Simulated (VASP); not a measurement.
# Tl (Fm-3m) in VASP: single point with r2SCAN

Aim: the single point of Tl with r2SCAN.

Everything below comes from runs of VASP 6.6.1. Logs are shortened: lines on timing, memory, paths and dates and some standing lists are left out, and cuts for length are marked.

## 1. The cell of the first run

Symmetry: Fm-3m, No. 225, cubic system. The conventional cell has a = 4.300 Å, b = 4.300 Å, c = 4.300 Å, α = 90.00°, β = 90.00°, γ = 90.00°. Within 4.0 Å of Tl (site symmetry m-3m) lie 12 Tl at 3.04 Å.

## 2. Single point, r2SCAN

Contents of POSCAR:

```
Tl
1.0
    0.0000000000      2.1501226000      2.1501226000
    2.1501226000      0.0000000000      2.1501226000
    2.1501226000      2.1501226000      0.0000000000
Tl
1
Direct
    0.0000000000      0.0000000000      0.0000000000
```

Contents of INCAR.step1:

```
SYSTEM = Tl
PREC = Accurate
ENCUT = 520
ISMEAR = 0
SIGMA = 0.1301
LREAL = .FALSE.
LASPH = .TRUE.
NELM = 100
NBANDS = 12
GGA = PE
ALGO = Normal
EDIFF = 1E-4
LWAVE = .TRUE.
LCHARG = .FALSE.
```

Contents of INCAR.step2:

```
SYSTEM = Tl
PREC = Accurate
ENCUT = 520
EDIFF = 1E-7
ISMEAR = 0
SIGMA = 0.1301
LREAL = .FALSE.
LASPH = .TRUE.
NELM = 100
ALGO = Normal
ISIF = 2
LWAVE = .FALSE.
LCHARG = .FALSE.
METAGGA = R2SCAN
LMIXTAU = .TRUE.
NBANDS = 12
ISTART = 1
```

Contents of KPOINTS:

```
Automatic mesh
0
G
  13 13 13
  0 0 0
```

Potentials or basis: VASP PAW PBE potentials, release 64 (Tl_d).

On the command line:

```sh
> cat potpaw_PBE.64/Tl_d/POTCAR > POTCAR
> cp INCAR.step1 INCAR
> mpirun -np 1 vasp_std > vasp.out
> cp INCAR.step2 INCAR
> mpirun -np 1 vasp_std > vasp.out
```

OUTCAR:

```text
SYSTEM = Tl
   PREC = Accurate
   ENCUT = 520
   EDIFF = 1E-7
   ISMEAR = 0
   LREAL = .FALSE.
   LASPH = .TRUE.
   NELM = 100
   ISIF = 2
   METAGGA = R2SCAN
   ISTART = 1

 ion  position               nearest neighbor table
   1  0.000  0.000  0.000-

  LATTYP: Found a face centered cubic cell.
 ALAT       =     4.3002452000

  Lattice vectors:

 A1 = (   0.0000000000,   2.1501226000,   2.1501226000)
 A2 = (   2.1501226000,   0.0000000000,   2.1501226000)
 A3 = (   2.1501226000,   2.1501226000,   0.0000000000)

Analysis of symmetry for initial positions (statically):
=====================================================================
 Subroutine PRICEL returns:
 Original cell was already a primitive cell.

 Routine SETGRP: Setting up the symmetry group for a
 face centered cubic supercell.

 Subroutine GETGRP returns: Found 48 space group operations
 (whereof 48 operations were pure point group operations)
 out of a pool of 48 trial point group operations.

The static configuration has the point symmetry O_h .

Analysis of symmetry for dynamics (positions and initial velocities):
=====================================================================
 Subroutine PRICEL returns:
 Original cell was already a primitive cell.

 Routine SETGRP: Setting up the symmetry group for a
 face centered cubic supercell.

 Subroutine GETGRP returns: Found 48 space group operations
 (whereof 48 operations were pure point group operations)
 out of a pool of 48 trial point group operations.

The dynamic configuration has the point symmetry O_h .

 Subroutine INISYM returns: Found 48 space group operations
 (whereof 48 operations are pure point group operations),
 and found     1 'primitive' translations

----------------------------------------------------------------------------------------

                                     Primitive cell

  volume of cell :      19.8802

  direct lattice vectors                    reciprocal lattice vectors
     0.000000000  2.150122600  2.150122600    -0.232544879  0.232544879  0.232544879
     2.150122600  0.000000000  2.150122600     0.232544879 -0.232544879  0.232544879
     2.150122600  2.150122600  0.000000000     0.232544879  0.232544879 -0.232544879

  length of vectors
     3.040732542  3.040732542  3.040732542     0.402779546  0.402779546  0.402779546

  position of ions in fractional coordinates (direct lattice)
     0.000000000  0.000000000  0.000000000

  ion indices of the primitive-cell ions
   primitive index   ion index
                 1           1

----------------------------------------------------------------------------------------

 KPOINTS: Automatic mesh

Automatic generation of k-mesh.
 Grid dimensions read from file:
 generate k-points for:   13   13   13

 Generating k-lattice:

  Cartesian coordinates                     Fractional coordinates (reciprocal lattice)
    -0.017888068  0.017888068  0.017888068     0.076923077  0.000000000  0.000000000
     0.017888068 -0.017888068  0.017888068     0.000000000  0.076923077  0.000000000
     0.017888068  0.017888068 -0.017888068     0.000000000  0.000000000  0.076923077

  Length of vectors
     0.030983042  0.030983042  0.030983042

  Shift w.r.t. Gamma in fractional coordinates (k-lattice)
     0.000000000  0.000000000  0.000000000

 Subroutine IBZKPT returns following result:
 ===========================================

 Found     84 irreducible k-points:

 Following reciprocal coordinates:
            Coordinates               Weight
  0.000000  0.000000  0.000000      1.000000
  0.076923  0.000000  0.000000      8.000000
  0.153846  0.000000  0.000000      8.000000
  0.230769  0.000000  0.000000      8.000000
  0.307692  0.000000  0.000000      8.000000
  0.384615  0.000000  0.000000      8.000000
[... 16 lines left out ...]
  0.384615  0.153846  0.000000     24.000000
  0.461538  0.153846  0.000000     24.000000
 [... further k-points ...]
   k-points           NKPTS =     84   k-points in BZ     NKDIM =     84   number of bands    NBANDS=     12
   number of dos      NEDOS =    301   number of ions     NIONS =      1
   total plane-waves  NPLWV =  13824
   dimension x,y,z NGX =    24 NGY =   24 NGZ =   24
   dimension x,y,z NGXF=    48 NGYF=   48 NGZF=   48
   ions per type =               1
   NGX,Y,Z   is equivalent  to a cutoff of  13.12, 13.12, 13.12 a.u.
   NGXF,Y,Z  is equivalent  to a cutoff of  26.24, 26.24, 26.24 a.u.
 SYSTEM =  Tl
   PREC   = accura    normal or accurate (medium, high low for compatibility)
   ISTART =      1    job   : 0-new  1-cont  2-samecut
   ICHARG =      0    charge: 1-file 2-atom 10-const
   ISPIN  =      1    spin polarized calculation?
   LNONCOLLINEAR =      F non collinear calculations
   LSORBIT =      F    spin-orbit coupling
   LASPH  =      T    aspherical Exc in radial PAW
   ENCUT  =  520.0 eV  38.22 Ry    6.18 a.u.   5.65  5.65  5.65*2*pi/ulx,y,z
   NELM   =    100;   NELMIN=  2; NELMDL=  0     # of ELM steps
   EDIFF  = 0.1E-06   stopping-criterion for ELM
   LREAL  =      F    real-space projection
   EDIFFG = 0.1E-05   stopping-criterion for IOM
   NSW    =      0    number of steps for IOM
   IBRION =     -1    ionic relax: 0-MD 1-quasi-New 2-CG
   NFREE  =      0    steps in history (QN), initial steepest desc. (CG)
   ISIF   =      2    stress and relaxation
   ISYM   =      2    0-nonsym 1-usesym 2-fastsym
   POTIM  = 0.5000    time-step for ionic-motion
   TEBEG  =    0.0;   TEEND  =   0.0 temperature during run
   PSTRESS=    0.0 pullay stress
   NELECT =      13.0000    total number of electrons
   NUPDOWN=      -1.0000    fix difference up-down
   EMIN   =  10.00;   EMAX   =-10.00  energy-range for DOS
   EFERMI =   0.00;   METHOD = LEGACY
   ISMEAR =     0;   SIGMA  =   0.13  broadening in eV -4-tet -1-fermi 0-gaus
   EFERMI_NEDOS =   21; number of points for ismear=-14 and -15
   IALGO  =     38    algorithm
   IMIX   =      4    mixing-type and parameters
     AMIX     =   0.40;   BMIX     =  1.00
     AMIX_MAG =   1.60;   BMIX_MAG =  1.00
  volume/ion in A,a.u.               =      19.88       134.16
  Fermi-wavevector in a.u.,A,eV,Ry     =   1.420963  2.685230 27.472005  2.019135
  Thomas-Fermi vector in A             =   2.541823
   LORBIT       =      0    0 simple, 1 ext, 2 COOP (PROOUT), +10 PAW based schemes
   METAGGA = R2SCAN    functional components
   LHFCALC =     F    Hartree Fock is set to
   AEXX    =    0.0000 exact exchange contribution
   IVDW    =     0    specifies the selected vdW correction
   LEPSILON=     F    determine dielectric tensor
   LRPA    =     F    only Hartree local field effects (RPA)
 non-spin polarized calculation
 Gauss-broadening in eV      SIGMA  =   0.13
  energy-cutoff  :      520.00
  volume of cell :       19.88
 maximum number of plane-waves:       548
   NGX = 11   NGY = 11   NGZ = 11

 number of electron      13.0000003 magnetization

 Free energy of the ion-electron system (eV)
  ---------------------------------------------------
  ext. energy  EPLUGINS =         0.00000000
  ---------------------------------------------------
  free energy    TOTEN  =       -52.35387603 eV

  energy without entropy =      -52.35031091  energy(sigma->0) =      -52.35209347

 E-fermi :  11.4800     XC(G=0): -13.0613

 val. band max:       11.4619673055   @ k =  -0.4615   0.3846   0.0769
 cond. band min:      11.5810919003   @ k =  -0.3077   0.3846   0.0769
 fundamental gap:      0.1191245947
 Fermi energy:        11.4799656355

 k-point     1 :       0.0000    0.0000    0.0000
  band No.  band energies     occupation
      1      -2.4150      2.00000
      2      -1.8253      2.00000
      3      -1.8253      2.00000
      4      -1.8253      2.00000
      5      -1.1337      2.00000
      6      -1.1337      2.00000
      7      22.9901      0.00000
      8      25.0422      0.00000
      9      25.0422      0.00000
     10      25.0422      0.00000
     11      30.7251      0.00000
     12      31.3397      0.00000

 k-point     2 :       0.0769    0.0000    0.0000
  band No.  band energies     occupation
      1      -2.2496      2.00000
      2      -1.8270      2.00000
      3      -1.7881      2.00000
      4      -1.7881      2.00000
      5      -1.1422      2.00000
      6      -1.1422      2.00000
      7      22.7414      0.00000
      8      23.7282      0.00000
      9      25.0142      0.00000
     10      25.0142      0.00000
     11      30.0767      0.00000
     12      30.9687      0.00000

 k-point     3 :       0.1538    0.0000    0.0000
  band No.  band energies     occupation
      1      -2.1167      2.00000
      2      -1.7079      2.00000
      3      -1.7079      2.00000
      4      -1.4589      2.00000
      5      -1.1397      2.00000
      6      -1.1397      2.00000
      7      20.0060      0.00000
      8      23.5823      0.00000
      9      24.8480      0.00000
     10      24.8480      0.00000
     11      28.7905      0.00000
     12      30.1231      0.00000
[... 286 lines left out ...]
 k-point    23 :       0.3846    0.1538    0.0000
  band No.  band energies     occupation
      1      -2.3281      2.00000
      2      -1.7698      2.00000
      3      -1.4733      2.00000
      4      -1.3217      2.00000
      5      -0.6164      2.00000
      6       2.2644      2.00000
      7      12.8075      0.00000
      8      20.3577      0.00000
      9      20.6887      0.00000
     10      22.6260      0.00000
     11      29.0168      0.00000
     12      31.0396      0.00000

 k-point    24 :       0.4615    0.1538    0.0000
  band No.  band energies     occupation
      1      -2.3922      2.00000
      2      -1.8489      2.00000
      3      -1.5347      2.00000
      4      -1.1074      2.00000
      5      -0.5225      2.00000
      6       4.1480      2.00000
      7       9.8998      2.00000
      8      19.4421      0.00000
      9      20.3853      0.00000
     10      22.4961      0.00000
     11      30.7261      0.00000
     12      30.7875      0.00000

 [... further k-points ...]
[... 5 lines left out ...]
  --------------------------------------------------------------------------------------
  -------------------------------------------------------------------------------------
  Total        4.9295372      4.9295372      4.9295372      0.0000000     -0.0000000      0.0000000
  in kB      397.2803311    397.2803311    397.2803311      0.0000000     -0.0000000      0.0000000
  external PRESSURE =     397.2803311 kB  Pullay stress =       0.0000000 kB

 VOLUME and BASIS-vectors are now :
 -----------------------------------------------------------------------------
  energy-cutoff  :      520.00
  volume of cell :       19.88
      direct lattice vectors                 reciprocal lattice vectors
     0.000000000  2.150122600  2.150122600    -0.232544879  0.232544879  0.232544879
     2.150122600  0.000000000  2.150122600     0.232544879 -0.232544879  0.232544879
     2.150122600  2.150122600  0.000000000     0.232544879  0.232544879 -0.232544879

 POSITION                                       TOTAL-FORCE (eV/Angst)
 -----------------------------------------------------------------------------------
      0.00000      0.00000      0.00000        -0.000000     -0.000000     -0.000000
 -----------------------------------------------------------------------------------
    total drift:                               -0.000000      0.000000     -0.000000

  FREE ENERGIE OF THE ION-ELECTRON SYSTEM (eV)
  ---------------------------------------------------
  free  energy   TOTEN  =       -52.3538760307 eV

  energy  without entropy=      -52.3503109139  energy(sigma->0) =      -52.35209347
```

Wall time 83 s (1 thread of AMD EPYC 7R13 (Zen 3), shared host); peak memory 0.13 GiB.

What came out:

- Free energy: -52.3539 eV
- Pressure: 39.7 GPa

Levels at points of the mesh, in eV from the Fermi level:
```
           k point  band 2  band 3  band 4  band 5  band 6  band 7  band 8  band 9  band 10  band 11
(0.00, 0.00, 0.00)  -13.31  -13.31  -13.31  -12.61  -12.61   11.51   13.56   13.56    13.56    19.25
```

Caveat: the PAW data sets were made with another functional, which shifts forces and pressure a little; spin-orbit coupling is left out, which moves the levels of the heavy elements.
